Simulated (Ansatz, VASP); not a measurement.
**ScTi3N3 in VASP and in Ansatz**

```
Sc Ti N
1.0
     3.05353    0.00000    0.00000
     0.00000    3.05353    0.00000
     0.00000    0.00000    8.55549
Sc Ti N
1 3 3
Cartesian
  0.0000 0.0000 0.0000
  1.5268 1.5268 6.4716
  0.0000 0.0000 4.2777
  1.5268 1.5268 2.0839
  0.0000 0.0000 6.3148
  1.5268 1.5268 0.0000
  0.0000 0.0000 2.2406
```

Alike in both runs: functional PBE; k mesh 10 × 10 × 4; occupations gaussian, width 0.1 eV; no spin polarisation.

Ansatz relaxed the structure, and its values are those at the end. VASP's run is a single point on that final structure, the one shown.

```csv
,VASP,Ansatz
version,VASP 6.6.1,Ansatz 0.2.0
potentials or method,"VASP PAW PBE potentials, release 64 (Sc_sv, Ti_sv, N), cutoff 520 eV","scalar-relativistic, plane waves, PAW"
valence electrons in the cell,62,62
```

VASP gave:

```
gap on the k mesh at the Fermi level (eV) : none
pressure (GPa)                            : 0.6
rms of the force components (eV/Å)        : 0.008
```

Question: Which values does Ansatz return?

Answer: gap on the k mesh at the Fermi level (eV): none; pressure (GPa): 0.0; rms of the force components (eV/Å): 0.000.

A gap of «none» marks a metal or a gap that the smearing closes. With one functional, cell and mesh, what is left measures potentials, basis and numerics.
